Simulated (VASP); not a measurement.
# GeSb4Te4 (Cm) in VASP: further runs

Runs on GeSb4Te4. Level: PBE. Tasks: single point.

Program: VASP 6.6.1. These are calculated values, not measurements. Logs are shortened: lines on timing, memory, paths and dates and some standing lists are left out, and cuts for length are marked.

### Step 1. The cell of the first run

It takes space group Cm (No. 8, monoclinic). Conventional cell: a = 7.500 Å, b = 4.330 Å, c = 17.649 Å, α = 90.00°, β = 90.00°, γ = 90.00°. Ge (site symmetry m) has 6 Te at 2.99 to 3.04 Å within 3.9 Å. Within 3.9 Å of Sb (site symmetry m) lie 3 Sb at 2.94 Å and 3 Te at 3.64 to 3.66 Å. Sb (site symmetry m) has 3 Sb at 2.94 Å and 3 Te at 3.62 to 3.64 Å within 3.9 Å. Within 4.0 Å of Sb (site symmetry m) lie 6 Te at 3.00 to 3.23 Å. Within 4.0 Å of Sb (site symmetry m) lie 6 Te at 3.03 to 3.21 Å. Te (site symmetry m) has 3 Ge at 2.99 to 3.02 Å and 3 Sb at 3.21 to 3.23 Å within 3.9 Å. Te (site symmetry m) has 3 Ge at 3.01 to 3.04 Å and 3 Sb at 3.18 to 3.21 Å within 4.0 Å. Within 4.0 Å of Te (site symmetry m) lie 6 Sb at 3.00 to 3.66 Å.

### Step 2. Single point, PBE

File INCAR:

```
ALGO = Normal
EDIFF = 1E-6
ENCUT = 520
GGA = PE
ISIF = 2
ISMEAR = 0
LASPH = T
LCHARG = F
LREAL = F
LWAVE = F
NBANDS = 39
NELM = 60
PREC = Accurate
SIGMA = 0.03
```

File KPOINTS:

```
k-points
0
Gamma
  12 12 2
```

File POSCAR:

```
GeSb4Te4
1.0
    4.3299846501      0.0000000000      0.0000000000
   -2.1649923250      3.7498767050      0.0000000000
    0.0000000000      0.0000000000     17.6486093019
Ge Sb Te
1 4 4
Direct
    0.0000000000      0.0000000000      0.0000000000
    0.3333333333      0.6666666667      0.5440991990
    0.6666666667      0.3333333333      0.4559008010
    0.6666666667      0.3333333333      0.7907683509
    0.3333333333      0.6666666667      0.2092316491
    0.3305692203      0.6611384406      0.9053102441
    0.6639025536      0.3278051072      0.0962732863
   -0.0027641130     -0.0055282261      0.6947584789
   -0.0027641130     -0.0055282261      0.3068250515
```

Potentials or basis: VASP PAW PBE potentials, release 64 (Ge_d, Sb, Te).

Started as:

```
$ cat potpaw_PBE.64/Ge_d/POTCAR potpaw_PBE.64/Sb/POTCAR potpaw_PBE.64/Te/POTCAR > POTCAR
$ mpirun -np 1 vasp_std > vasp.out
```

OUTCAR:

```text
EDIFF = 1E-6
   ENCUT = 520
   GGA = PE
   ISIF = 2
   ISMEAR = 0
   LASPH = T
   LREAL = F
   NELM = 60
   PREC = Accurate

 ion  position               nearest neighbor table
   1  0.000  0.000  0.000-   6 2.99   7 3.01   7 3.01   6 3.02   6 3.02   7 3.04
   2  0.333  0.667  0.544-   3 2.94   3 2.94   3 2.94   8 3.64   8 3.64   8 3.66
   3  0.667  0.333  0.456-   2 2.94   2 2.94   2 2.94   9 3.62   9 3.64   9 3.64
   4  0.667  0.333  0.791-   8 3.00   8 3.03   8 3.03   6 3.21   6 3.21   6 3.23
   5  0.333  0.667  0.209-   9 3.03   9 3.03   9 3.05   7 3.18   7 3.21   7 3.21
   6  0.331  0.661  0.905-   1 2.99   1 3.02   1 3.02   4 3.21   4 3.21   4 3.23
   7  0.664  0.328  0.096-   1 3.01   1 3.01   1 3.04   5 3.18   5 3.21   5 3.21
   8  0.997  0.994  0.695-   4 3.00   4 3.03   4 3.03   2 3.64   2 3.64   2 3.66
   9  0.997  0.994  0.307-   5 3.03   5 3.03   5 3.05   3 3.62   3 3.64   3 3.64

  LATTYP: Found a hexagonal cell.
 ALAT       =     4.3299846501
 C/A-ratio  =     4.0759057429

  Lattice vectors:

 A1 = (   4.3299846501,   0.0000000000,   0.0000000000)
 A2 = (  -2.1649923250,   3.7498767050,   0.0000000000)
 A3 = (   0.0000000000,   0.0000000000,  17.6486093019)

Analysis of symmetry for initial positions (statically):
=====================================================================
 Subroutine PRICEL returns:
 Original cell was already a primitive cell.

 Routine SETGRP: Setting up the symmetry group for a
 hexagonal supercell.

 Subroutine GETGRP returns: Found  2 space group operations
 (whereof  2 operations were pure point group operations)
 out of a pool of 24 trial point group operations.

The static configuration has the point symmetry C_1h.

Analysis of symmetry for dynamics (positions and initial velocities):
=====================================================================
 Subroutine PRICEL returns:
 Original cell was already a primitive cell.

 Routine SETGRP: Setting up the symmetry group for a
 hexagonal supercell.

 Subroutine GETGRP returns: Found  2 space group operations
 (whereof  2 operations were pure point group operations)
 out of a pool of 24 trial point group operations.

The dynamic configuration has the point symmetry C_1h.

 Subroutine INISYM returns: Found  2 space group operations
 (whereof  2 operations are pure point group operations),
 and found     1 'primitive' translations

----------------------------------------------------------------------------------------

                                     Primitive cell

  volume of cell :     286.5589

  direct lattice vectors                    reciprocal lattice vectors
     4.329984650  0.000000000  0.000000000     0.230947701  0.133337717  0.000000000
    -2.164992325  3.749876705  0.000000000     0.000000000  0.266675435  0.000000000
     0.000000000  0.000000000 17.648609302     0.000000000  0.000000000  0.056661688

  length of vectors
     4.329984650  4.329984650 17.648609302     0.266675435  0.266675435  0.056661688

  position of ions in fractional coordinates (direct lattice)
     0.000000000  0.000000000  0.000000000
     0.333333333  0.666666667  0.544099199
     0.666666667  0.333333333  0.455900801
     0.666666667  0.333333333  0.790768351
     0.333333333  0.666666667  0.209231649
     0.330569220  0.661138441  0.905310244
     0.663902554  0.327805107  0.096273286
     0.997235887  0.994471774  0.694758479
     0.997235887  0.994471774  0.306825051

  ion indices of the primitive-cell ions
   primitive index   ion index
                 1           1
                 2           2
                 3           3
                 4           4
                 5           5
                 6           6
                 7           7
                 8           8
                 9           9

----------------------------------------------------------------------------------------

 KPOINTS: k-points

Automatic generation of k-mesh.
 Grid dimensions read from file:
 generate k-points for:   12   12    2

 Generating k-lattice:

  Cartesian coordinates                     Fractional coordinates (reciprocal lattice)
     0.019245642  0.011111476  0.000000000     0.083333333  0.000000000  0.000000000
     0.000000000  0.022222953  0.000000000     0.000000000  0.083333333  0.000000000
     0.000000000  0.000000000  0.028330844     0.000000000  0.000000000  0.500000000

  Length of vectors
     0.022222953  0.022222953  0.028330844

  Shift w.r.t. Gamma in fractional coordinates (k-lattice)
     0.000000000  0.000000000  0.000000000

 Subroutine IBZKPT returns following result:
 ===========================================

 Found     86 irreducible k-points:

 Following reciprocal coordinates:
            Coordinates               Weight
  0.000000  0.000000  0.000000      1.000000
  0.083333 -0.000000  0.000000      4.000000
  0.000000  0.083333  0.000000      2.000000
  0.166667  0.000000  0.000000      4.000000
  0.000000  0.166667  0.000000      2.000000
  0.250000  0.000000  0.000000      4.000000
[... 16 lines left out ...]
 -0.083333  0.416667  0.000000      4.000000
 -0.416667  0.333333  0.000000      4.000000
 [... further k-points ...]
   k-points           NKPTS =     86   k-points in BZ     NKDIM =     86   number of bands    NBANDS=     39
   number of dos      NEDOS =    301   number of ions     NIONS =      9
   total plane-waves  NPLWV = 143360
   dimension x,y,z NGX =    32 NGY =   32 NGZ =  140
   dimension x,y,z NGXF=    64 NGYF=   64 NGZF=  280
   ions per type =               1   4   4
   NGX,Y,Z   is equivalent  to a cutoff of  12.29, 12.29, 13.19 a.u.
   NGXF,Y,Z  is equivalent  to a cutoff of  24.57, 24.57, 26.38 a.u.
 SYSTEM =  unknown system
   PREC   = accura    normal or accurate (medium, high low for compatibility)
   ISTART =      0    job   : 0-new  1-cont  2-samecut
   ICHARG =      2    charge: 1-file 2-atom 10-const
   ISPIN  =      1    spin polarized calculation?
   LNONCOLLINEAR =      F non collinear calculations
   LSORBIT =      F    spin-orbit coupling
   LASPH  =      T    aspherical Exc in radial PAW
   ENCUT  =  520.0 eV  38.22 Ry    6.18 a.u.   8.05  8.05 32.81*2*pi/ulx,y,z
   NELM   =     60;   NELMIN=  2; NELMDL= -5     # of ELM steps
   EDIFF  = 0.1E-05   stopping-criterion for ELM
   LREAL  =      F    real-space projection
   EDIFFG = 0.1E-04   stopping-criterion for IOM
   NSW    =      0    number of steps for IOM
   IBRION =     -1    ionic relax: 0-MD 1-quasi-New 2-CG
   NFREE  =      0    steps in history (QN), initial steepest desc. (CG)
   ISIF   =      2    stress and relaxation
   ISYM   =      2    0-nonsym 1-usesym 2-fastsym
   POTIM  = 0.5000    time-step for ionic-motion
   TEBEG  =    0.0;   TEEND  =   0.0 temperature during run
   PSTRESS=    0.0 pullay stress
   NELECT =      58.0000    total number of electrons
   NUPDOWN=      -1.0000    fix difference up-down
   EMIN   =  10.00;   EMAX   =-10.00  energy-range for DOS
   EFERMI =   0.00;   METHOD = LEGACY
   ISMEAR =     0;   SIGMA  =   0.03  broadening in eV -4-tet -1-fermi 0-gaus
   EFERMI_NEDOS =   21; number of points for ismear=-14 and -15
   IALGO  =     38    algorithm
   IMIX   =      4    mixing-type and parameters
     AMIX     =   0.40;   BMIX     =  1.00
     AMIX_MAG =   1.60;   BMIX_MAG =  1.00
  volume/ion in A,a.u.               =      31.84       214.87
  Fermi-wavevector in a.u.,A,eV,Ry     =   0.961198  1.816401 12.570446  0.923902
  Thomas-Fermi vector in A             =   2.090549
   LORBIT       =      0    0 simple, 1 ext, 2 COOP (PROOUT), +10 PAW based schemes
   GGA     = PE    functional components
   LHFCALC =     F    Hartree Fock is set to
   AEXX    =    0.0000 exact exchange contribution
   IVDW    =     0    specifies the selected vdW correction
   LEPSILON=     F    determine dielectric tensor
   LRPA    =     F    only Hartree local field effects (RPA)
 non-spin polarized calculation
 Gauss-broadening in eV      SIGMA  =   0.03
  energy-cutoff  :      520.00
  volume of cell :      286.56
 maximum number of plane-waves:      7740
   NGX = 17   NGY = 17   NGZ = 65

 number of electron      57.9999990 magnetization

 Free energy of the ion-electron system (eV)
  ---------------------------------------------------
  ext. energy  EPLUGINS =         0.00000000
  ---------------------------------------------------
  free energy    TOTEN  =       -34.39276458 eV

  energy without entropy =      -34.39265276  energy(sigma->0) =      -34.39270867

 E-fermi :   6.3271     XC(G=0):  -9.2609

 val. band max:        6.2928231967   @ k =   0.0000   0.0000   0.0000
 cond. band min:       6.3675161873   @ k =   0.0000   0.0833   0.5000
 fundamental gap:      0.0746929906
 Fermi energy:         6.3271434325

 k-point     1 :       0.0000    0.0000    0.0000
  band No.  band energies     occupation
      1     -18.8068      2.00000
      2     -18.8067      2.00000
      3     -18.8028      2.00000
      4     -18.8011      2.00000
      5     -18.8010      2.00000
      6      -6.8826      2.00000
[... 31 lines left out ...]
     38       7.8778      0.00000
     39       8.3979      0.00000

 k-point     2 :       0.0833   -0.0000    0.0000
  band No.  band energies     occupation
      1     -18.8069      2.00000
      2     -18.8067      2.00000
      3     -18.8028      2.00000
      4     -18.8011      2.00000
      5     -18.8010      2.00000
      6      -6.8225      2.00000
[... 913 lines left out ...]
     38       9.4054      0.00000
     39       9.5575      0.00000

 k-point    24 :      -0.4167    0.3333    0.0000
  band No.  band energies     occupation
      1     -18.8085      2.00000
      2     -18.8064      2.00000
      3     -18.8021      2.00000
      4     -18.8009      2.00000
      5     -18.7999      2.00000
      6      -5.7330      2.00000
[... 31 lines left out ...]
     38       9.4038      0.00000
     39       9.5602      0.00000

 [... further k-points ...]

------------------------ aborting loop because EDIFF is reached ----------------------------------------

  FORCE on cell =-STRESS in cart. coord.  units (eV):
  Direction    XX          YY          ZZ          XY          YZ          ZX
  --------------------------------------------------------------------------------------
  -------------------------------------------------------------------------------------
  Total        0.0089748      0.0339757      0.0142475      0.0000000     -0.0169248     -0.0000000
  in kB        0.0501791      0.1899615      0.0796592      0.0000000     -0.0946283     -0.0000000
  external PRESSURE =       0.1065999 kB  Pullay stress =       0.0000000 kB

 VOLUME and BASIS-vectors are now :
 -----------------------------------------------------------------------------
  energy-cutoff  :      520.00
  volume of cell :      286.56
      direct lattice vectors                 reciprocal lattice vectors
     4.329984650  0.000000000  0.000000000     0.230947701  0.133337717  0.000000000
    -2.164992325  3.749876705  0.000000000     0.000000000  0.266675435  0.000000000
     0.000000000  0.000000000 17.648609302     0.000000000  0.000000000  0.056661688

 POSITION                                       TOTAL-FORCE (eV/Angst)
 -----------------------------------------------------------------------------------
      0.00000      0.00000      0.00000         0.000000      0.003942      0.019373
     -0.00000      2.49992      9.60259        -0.000000     -0.012272      0.056202
      2.16499      1.24996      8.04602        -0.000000     -0.011228     -0.050440
      2.16499      1.24996     13.95596        -0.000000     -0.029180      0.087750
     -0.00000      2.49992      3.69265        -0.000000     -0.025980      0.052952
      0.00000      2.47919     15.97747         0.000000      0.003991     -0.034216
      2.16499      1.22923      1.69909         0.000000      0.002483     -0.016884
      2.16499      3.72915     12.26152         0.000000      0.035813     -0.076654
      2.16499      3.72915      5.41504         0.000000      0.032431     -0.038083
 -----------------------------------------------------------------------------------
    total drift:                               -0.000000     -0.000011     -0.000099

  FREE ENERGIE OF THE ION-ELECTRON SYSTEM (eV)
  ---------------------------------------------------
  free  energy   TOTEN  =       -34.3927645806 eV

  energy  without entropy=      -34.3926527564  energy(sigma->0) =      -34.39270867
```

It took 27 min on 1 thread of Oxide Virtual Turin-like, shared host; peak memory 0.92 GiB.

What came out:

| Property | Result |
| --- | --- |
| Free energy | -34.3928 eV |
| Pressure | 0.0 GPa |
| Largest force | 0.092 eV/Å |
| Band gap on the k mesh | 0.07 eV (least direct gap 0.08 eV) |

Forces on the atoms (eV/Å):
```
Ge   0.000  0.004  0.019
Sb   0.000 -0.012  0.056
Sb   0.000 -0.011 -0.050
Sb   0.000 -0.029  0.088
Sb   0.000 -0.026  0.053
Te   0.000  0.004 -0.034
Te   0.000  0.002 -0.017
Te   0.000  0.036 -0.077
Te   0.000  0.032 -0.038
```

Levels at points of the mesh, in eV from the valence-band top:
```csv
k point,band 26,band 27,band 28,band 29,band 30,band 31,band 32,band 33
"(0.00, 0.00, 0.00)",-1.21,-1.15,-1.14,0.00,0.15,0.15,0.43,0.80
"(0.50, 0.00, 0.00)",-1.82,-1.67,-1.22,-1.09,0.37,0.82,0.82,0.98
"(0.00, 0.50, 0.00)",-1.82,-1.67,-1.23,-1.08,0.37,0.82,0.82,0.98
"(0.00, 0.00, 0.50)",-1.17,-1.17,-1.05,-0.08,0.24,0.24,0.59,0.64
"(0.50, 0.00, 0.50)",-2.28,-1.82,-1.52,-0.57,0.11,0.56,1.25,1.46
"(0.00, 0.50, 0.50)",-2.27,-1.82,-1.52,-0.57,0.11,0.56,1.25,1.47
```

Caveat: the cell differs from its parent crystal (all Te atoms moved +0.025 Å, as atom 6 towards its neighbour atom 1 (Ge) at 3.015 Å); semilocal functionals underestimate gaps, and a narrow one can read as zero; spin-orbit coupling is left out, which moves the levels of the heavy elements.

### Step 3. Single point, PBE

File INCAR:

```
ALGO = Normal ; EDIFF = 1E-7
ENCUT = 520 ; GGA = PE
ISIF = 2 ; ISMEAR = 0
LASPH = T ; LCHARG = T
LELF = T ; LREAL = F
LVHAR = T ; LWAVE = F
NBANDS = 39 ; NELM = 60
PREC = Accurate ; SIGMA = 0.03
```

KPOINTS is that of step 2.

Edit POSCAR of step 2 so:

```diff
@@ -13,5 +13,5 @@
     0.3333333333      0.6666666667      0.2092316491
-    0.3305692203      0.6611384406      0.9053102441
-    0.6639025536      0.3278051072      0.0962732863
-   -0.0027641130     -0.0055282261      0.6947584789
-   -0.0027641130     -0.0055282261      0.3068250515
+    0.3250409942      0.6500819884      0.9068937744
+    0.6583743275      0.3167486551      0.0978568166
+   -0.0082923391     -0.0165846783      0.6963420092
+   -0.0082923391     -0.0165846783      0.3084085818
```

Potentials or basis: VASP PAW PBE potentials, release 64 (Ge_d, Sb, Te).

Started as:

```
$ cat potpaw_PBE.64/Ge_d/POTCAR potpaw_PBE.64/Sb/POTCAR potpaw_PBE.64/Te/POTCAR > POTCAR
$ mpirun -np 1 vasp_std > vasp.out
```

Run time: 28 min. Hardware: 1 thread of Oxide Virtual Turin-like, shared host; peak memory 0.95 GiB.

It converged, with:

```
Free energy            : -34.3770 eV
Pressure               : 0.1 GPa
Largest force          : 0.255 eV/Å
Band gap on the k mesh : 0.07 eV (least direct gap 0.08 eV)
```

Forces on the atoms (eV/Å):
```
Ge   0.000  0.006  0.061
Sb   0.000 -0.040  0.064
Sb   0.000 -0.031 -0.047
Sb   0.000 -0.102  0.234
Sb   0.000 -0.073  0.192
Te   0.000  0.021 -0.087
Te   0.000  0.008 -0.071
Te   0.000  0.120 -0.203
Te   0.000  0.089 -0.143
```

Stress tensor (GPa, compression positive):
```
 0.02  0.00  0.00
 0.00  0.14 -0.09
 0.00 -0.09  0.06
```

Levels at points of the mesh, in eV from the valence-band top:
```
           k point  band 27  band 28  band 29  band 30  band 31  band 32
(0.00, 0.00, 0.00)    -1.15    -1.12     0.00     0.13     0.17     0.43
(0.50, 0.00, 0.00)    -1.68    -1.21    -1.08     0.37     0.79     0.83
(0.00, 0.50, 0.00)    -1.67    -1.28    -1.04     0.38     0.81     0.82
(0.00, 0.00, 0.50)    -1.15    -1.05    -0.08     0.22     0.26     0.59
(0.50, 0.00, 0.50)    -1.81    -1.51    -0.58     0.11     0.57     1.25
(0.00, 0.50, 0.50)    -1.81    -1.52    -0.58     0.11     0.56     1.26
```

Caveat: the cell differs from its parent crystal (all Te atoms moved +0.075 Å, as atom 6 towards its neighbour atom 1 (Ge) at 3.015 Å); semilocal functionals underestimate gaps, and a narrow one can read as zero; spin-orbit coupling is left out, which moves the levels of the heavy elements. A k mesh can miss the band edges.
